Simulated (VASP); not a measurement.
**InP: single point with LDA**

The system is InP.

```
In P
1.0
     0.00000    2.95048    2.77692
     2.77692    0.00000    2.77692
     2.77692    2.95048    0.00000
In P
1 1
Cartesian
  0.0000 0.0000 0.0000
  4.1654 4.4257 4.1654
```

This cell differs from its parent crystal: volume 22.752 Å^3 an atom, c/a of the conventional cell 1.0625.

```json
{
 "Program": "VASP 6.6.1",
 "Task": "single point",
 "Functional": "LDA",
 "Potentials or basis": "VASP PAW LDA potentials, release 64 (In_d, P)",
 "Cutoff": "520 eV",
 "k mesh": "12 × 12 × 12",
 "Occupations": "gaussian, width 0.05 eV",
 "Spin": "no spin polarisation",
 "Dipole correction": "no",
 "Further INCAR settings": "ALGO = Normal; EDIFF = 1e-07; NBANDS = 16"
}
```

The pressure is 7.1 GPa and the band gap on the k mesh is 0.92 eV, direct.

Stress tensor (GPa, compression positive):
```
8.00 0.00 0.00
0.00 5.22 0.00
0.00 0.00 8.00
```

Levels at points of the mesh, in eV from the valence-band top:
| k point | band 5 | band 6 | band 7 | band 8 | band 9 | band 10 | band 11 | band 12 | band 13 | band 14 |
| --- | --- | --- | --- | --- | --- | --- | --- | --- | --- | --- |
| (0.00, 0.00, 0.00) | -14.35 | -12.39 | -0.35 | 0.00 | 0.00 | 0.92 | 3.83 | 3.83 | 3.91 | 8.54 |
| (0.50, 0.00, 0.00) | -14.32 | -10.28 | -6.51 | -1.49 | -1.03 | 1.38 | 4.44 | 4.83 | 6.98 | 9.56 |
| (0.50, 0.50, 0.00) | -14.29 | -9.41 | -6.29 | -2.97 | -2.93 | 1.19 | 1.79 | 9.62 | 9.70 | 9.86 |
| (0.50, 0.00, 0.50) | -14.31 | -9.67 | -6.72 | -2.57 | -2.57 | 1.58 | 2.37 | 9.08 | 10.04 | 10.04 |

Run time: 110 s on 1 thread of Intel(R) Xeon(R) Platinum 8259CL CPU @ 2.50GHz (Skylake/Cascade Lake), on a shared host, peak memory 0.23 GiB.

Caveat: spin-orbit coupling is left out, which moves the levels of the heavy elements. A k mesh can miss the band edges.
